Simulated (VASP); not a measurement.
# LaAgS2 (P4/mmm) in VASP: notebook

LaAgS2 is run at these levels: LDA, PBEsol, PBE; tasks: single point.

Everything below comes from runs of VASP 6.6.1. Logs are shortened: lines on timing, memory, paths and dates and some standing lists are left out, and cuts for length are marked.

**1. The cell of the first run**

The structure is tetragonal, space group P4/mmm (No. 123). Conventional cell: a = 4.014 Å, b = 4.014 Å, c = 5.497 Å, α = 90.00°, β = 90.00°, γ = 90.00°. Ag (site symmetry 4/mmm) has 6 S at 2.75 to 2.84 Å within 3.6 Å. S (site symmetry 4/mmm) has 2 Ag at 2.75 Å and 4 La at 2.84 Å within 3.6 Å. S (site symmetry 4/mmm) has 2 La at 2.75 Å and 4 Ag at 2.84 Å within 3.6 Å. La (site symmetry 4/mmm) has 6 S at 2.75 to 2.84 Å within 3.6 Å.

**2. Single point, LDA**

The input, INCAR:

```
SYSTEM = LaAgS2
  PREC = Accurate
  ENCUT = 520
  EDIFF = 1E-7
  ISMEAR = -1
  SIGMA = 0.02
  LREAL = .False.
  LASPH = .True.
  NELM = 60
  ALGO = Normal
  ISIF = 2
  LWAVE = .False.
  LCHARG = .False.
  NBANDS = 25
```

The input, KPOINTS:

```
regular mesh
0
Gamma
  6 6 4
  0 0 0
```

The input, POSCAR:

```
LaAgS2
1.0
    4.0143838826      0.0000000000      0.0000000000
    0.0000000000      4.0143838826      0.0000000000
    0.0000000000      0.0000000000      5.4970396171
Ag S La
1 2 1
Direct
    0.0000000000      0.0000000000      0.0000000000
    0.0000000000      0.0000000000      0.5000000000
    0.5000000000      0.5000000000      0.0000000000
    0.5000000000      0.5000000000      0.5000000000
```

Potentials or basis: VASP PAW LDA potentials, release 64 (Ag, S, La).

On the command line:

```bash
$ cat potpaw_LDA.64/Ag/POTCAR potpaw_LDA.64/S/POTCAR potpaw_LDA.64/La/POTCAR > POTCAR
$ mpirun -np 1 vasp_std > vasp.out
```

OUTCAR:

```text
SYSTEM = LaAgS2
   PREC = Accurate
   ENCUT = 520
   EDIFF = 1E-7
   ISMEAR = -1
   LREAL = .False.
   LASPH = .True.
   NELM = 60
   ISIF = 2

 ion  position               nearest neighbor table
   1  0.000  0.000  0.000-   2 2.75   2 2.75   3 2.84   3 2.84   3 2.84   3 2.84
   2  0.000  0.000  0.500-   1 2.75   1 2.75   4 2.84   4 2.84   4 2.84   4 2.84
   3  0.500  0.500  0.000-   4 2.75   4 2.75   1 2.84   1 2.84   1 2.84   1 2.84
   4  0.500  0.500  0.500-   3 2.75   3 2.75   2 2.84   2 2.84   2 2.84   2 2.84

  LATTYP: Found a simple tetragonal cell.
 ALAT       =     4.0143838826
 C/A-ratio  =     1.3693358129

  Lattice vectors:

 A1 = (   4.0143838826,   0.0000000000,   0.0000000000)
 A2 = (   0.0000000000,   4.0143838826,   0.0000000000)
 A3 = (   0.0000000000,   0.0000000000,   5.4970396171)

Analysis of symmetry for initial positions (statically):
=====================================================================
 Subroutine PRICEL returns:
 Original cell was already a primitive cell.

 Routine SETGRP: Setting up the symmetry group for a
 simple tetragonal supercell.

 Subroutine GETGRP returns: Found 16 space group operations
 (whereof 16 operations were pure point group operations)
 out of a pool of 16 trial point group operations.

The static configuration has the point symmetry D_4h.

Analysis of symmetry for dynamics (positions and initial velocities):
=====================================================================
 Subroutine PRICEL returns:
 Original cell was already a primitive cell.

 Routine SETGRP: Setting up the symmetry group for a
 simple tetragonal supercell.

 Subroutine GETGRP returns: Found 16 space group operations
 (whereof 16 operations were pure point group operations)
 out of a pool of 16 trial point group operations.

The dynamic configuration has the point symmetry D_4h.

 Subroutine INISYM returns: Found 16 space group operations
 (whereof 16 operations are pure point group operations),
 and found     1 'primitive' translations

----------------------------------------------------------------------------------------

                                     Primitive cell
[... 89 lines left out ...]
   ISPIN  =      1    spin polarized calculation?
   LNONCOLLINEAR =      F non collinear calculations
   LSORBIT =      F    spin-orbit coupling
   LASPH  =      T    aspherical Exc in radial PAW
   ENCUT  =  520.0 eV  38.22 Ry    6.18 a.u.   7.46  7.46 10.22*2*pi/ulx,y,z
   NELM   =     60;   NELMIN=  2; NELMDL= -5     # of ELM steps
   EDIFF  = 0.1E-06   stopping-criterion for ELM
   LREAL  =      F    real-space projection
   EDIFFG = 0.1E-05   stopping-criterion for IOM
   NSW    =      0    number of steps for IOM
   IBRION =     -1    ionic relax: 0-MD 1-quasi-New 2-CG
   NFREE  =      0    steps in history (QN), initial steepest desc. (CG)
   ISIF   =      2    stress and relaxation
   ISYM   =      2    0-nonsym 1-usesym 2-fastsym
   POTIM  = 0.5000    time-step for ionic-motion
   TEBEG  =    0.0;   TEEND  =   0.0 temperature during run
   PSTRESS=    0.0 pullay stress
   NELECT =      34.0000    total number of electrons
   NUPDOWN=      -1.0000    fix difference up-down
   EMIN   =  10.00;   EMAX   =-10.00  energy-range for DOS
   EFERMI =   0.00;   METHOD = LEGACY
   ISMEAR =    -1;   SIGMA  =   0.02  broadening in eV -4-tet -1-fermi 0-gaus
   EFERMI_NEDOS =   21; number of points for ismear=-14 and -15
   IALGO  =     38    algorithm
   IMIX   =      4    mixing-type and parameters
     AMIX     =   0.40;   BMIX     =  1.00
     AMIX_MAG =   1.60;   BMIX_MAG =  1.00
  volume/ion in A,a.u.               =      22.15       149.45
  Fermi-wavevector in a.u.,A,eV,Ry     =   1.189722  2.248249 19.258217  1.415439
  Thomas-Fermi vector in A             =   2.325823
   LORBIT       =      0    0 simple, 1 ext, 2 COOP (PROOUT), +10 PAW based schemes
   GGA     = CA    functional components
   LHFCALC =     F    Hartree Fock is set to
   AEXX    =    0.0000 exact exchange contribution
   IVDW    =     0    specifies the selected vdW correction
   LEPSILON=     F    determine dielectric tensor
   LRPA    =     F    only Hartree local field effects (RPA)
 non-spin polarized calculation
  energy-cutoff  :      520.00
  volume of cell :       88.59
 maximum number of plane-waves:      2421
 NGX is ok and might be reduce to    30
   NGX = 15   NGY = 15   NGZ = 21

 number of electron      33.9999998 magnetization

 Free energy of the ion-electron system (eV)
  ---------------------------------------------------
  ext. energy  EPLUGINS =         0.00000000
  ---------------------------------------------------
  free energy    TOTEN  =       -23.78760252 eV

  energy without entropy =      -23.78530320  energy(sigma->0) =      -23.78645286

 E-fermi :   6.9498     XC(G=0): -10.5802

 val. band max:        6.9199600116   @ k =   0.3333   0.1667   0.5000
 cond. band min:       6.9626964960   @ k =   0.5000   0.0000   0.0000
 fundamental gap:      0.0427364844
 Fermi energy:         6.9497944291

 k-point     1 :       0.0000    0.0000    0.0000
  band No.  band energies     occupation
      1     -25.2628      2.00000
      2      -9.2515      2.00000
      3      -9.0498      2.00000
      4      -9.0498      2.00000
      5      -6.2097      2.00000
      6      -5.3898      2.00000
[... 661 lines left out ...]
     24       9.5339      0.00000
     25      10.9109      0.00000

 [... further k-points ...]

------------------------ aborting loop because EDIFF is reached ----------------------------------------

  FORCE on cell =-STRESS in cart. coord.  units (eV):
  Direction    XX          YY          ZZ          XY          YZ          ZX
  --------------------------------------------------------------------------------------
  -------------------------------------------------------------------------------------
  Total       -0.0209473     -0.0209473     -0.0111545      0.0000000      0.0000000      0.0000000
  in kB       -0.3788540     -0.3788540     -0.2017417      0.0000000      0.0000000      0.0000000
  external PRESSURE =      -0.3198166 kB  Pullay stress =       0.0000000 kB

 VOLUME and BASIS-vectors are now :
 -----------------------------------------------------------------------------
  energy-cutoff  :      520.00
  volume of cell :       88.59
      direct lattice vectors                 reciprocal lattice vectors
     4.014383883  0.000000000  0.000000000     0.249104229  0.000000000  0.000000000
     0.000000000  4.014383883  0.000000000     0.000000000  0.249104229  0.000000000
     0.000000000  0.000000000  5.497039617     0.000000000  0.000000000  0.181916098

 POSITION                                       TOTAL-FORCE (eV/Angst)
 -----------------------------------------------------------------------------------
      0.00000      0.00000      0.00000         0.000000      0.000000      0.000000
      0.00000      0.00000      2.74852         0.000000      0.000000      0.000000
      2.00719      2.00719      0.00000         0.000000      0.000000      0.000000
      2.00719      2.00719      2.74852         0.000000      0.000000      0.000000
 -----------------------------------------------------------------------------------
    total drift:                                0.000000      0.000000     -0.000000

  FREE ENERGIE OF THE ION-ELECTRON SYSTEM (eV)
  ---------------------------------------------------
  free  energy   TOTEN  =       -23.7876025160 eV

  energy  without entropy=      -23.7853032005  energy(sigma->0) =      -23.78645286
```

stdout:

```text
POSCAR found type information on POSCAR AgS La
 POSCAR found :  3 types and       4 ions
 scaLAPACK will be used
 LDA part: xc-table for (Slater(with rela. corr.)+CA(PZ))
 , standard interpolation
 POSCAR, INCAR and KPOINTS ok, starting setup
 FFT: planning ... GRIDC
 FFT: planning ... GRID_SOFT
 FFT: planning ... GRID
 WAVECAR not read
 entering main loop
```

Wall time 37 s (1 thread of Intel Xeon 6975P-C (Granite Rapids), shared host); peak memory 0.21 GiB.

Results:

- Free energy: -23.7876 eV
- Pressure: 0.0 GPa
- Band gap on the k mesh: zero (band 17 reaches 7.01 eV, above the bottom of band 18 at 6.34 eV)

Levels at points of the mesh, in eV from the Fermi level:
| k point | band 15 | band 16 | band 17 | band 18 | band 19 | band 20 |
| --- | --- | --- | --- | --- | --- | --- |
| (0.00, 0.00, 0.00) | -1.76 | -1.76 | -1.39 | -0.55 | 0.60 | 2.27 |
| (0.50, 0.00, 0.00) | -2.67 | -1.12 | 0.01 | 2.01 | 2.29 | 2.39 |
| (0.50, 0.50, 0.00) | -2.22 | -2.22 | -1.29 | 0.82 | 1.05 | 1.05 |
| (0.00, 0.00, 0.50) | -2.22 | -2.08 | -2.08 | -0.61 | 2.26 | 2.45 |
| (0.50, 0.00, 0.50) | -2.55 | -0.23 | 0.06 | 1.72 | 1.96 | 2.06 |
| (0.50, 0.50, 0.50) | -2.26 | -2.10 | -2.10 | 2.32 | 2.32 | 2.44 |

Caveat: spin-orbit coupling is left out, which moves the levels of the heavy elements.

(Continued in part 2 of 2.)
